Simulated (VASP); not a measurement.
Here is a VASP 6.6.1 calculation.

INCAR

```
PREC = Accurate ; ENCUT = 520
EDIFF = 1E-8 ; ISMEAR = -1
SIGMA = 0.05 ; LREAL = F
LASPH = T ; NELM = 100
ALGO = Normal ; ISIF = 2
LWAVE = F ; LCHARG = F
GGA = PE ; LEFG = T
NBANDS = 18
```

Contents of KPOINTS:

```
Automatic mesh
0
Gamma
  15 15 15
```

File POSCAR:

```
Lu
1.0
   -1.9541071088      1.9541071088      1.9541071088
    1.9541071088     -1.9541071088      1.9541071088
    1.9541071088      1.9541071088     -1.9541071088
Lu
1
Direct
    0.0000000000      0.0000000000      0.0000000000
```

Potentials or basis: VASP PAW PBE potentials, release 64 (Lu).

Command:

```sh
$ cat potpaw_PBE.64/Lu/POTCAR > POTCAR
$ mpirun -np 1 vasp_std > vasp.out
```

Task: Predict the pressure.

Result: -0.2 GPa.

Caveat: without QUAD_EFG the Cq values of the log hold for a quadrupole moment of 1 mb, not for the nuclei.
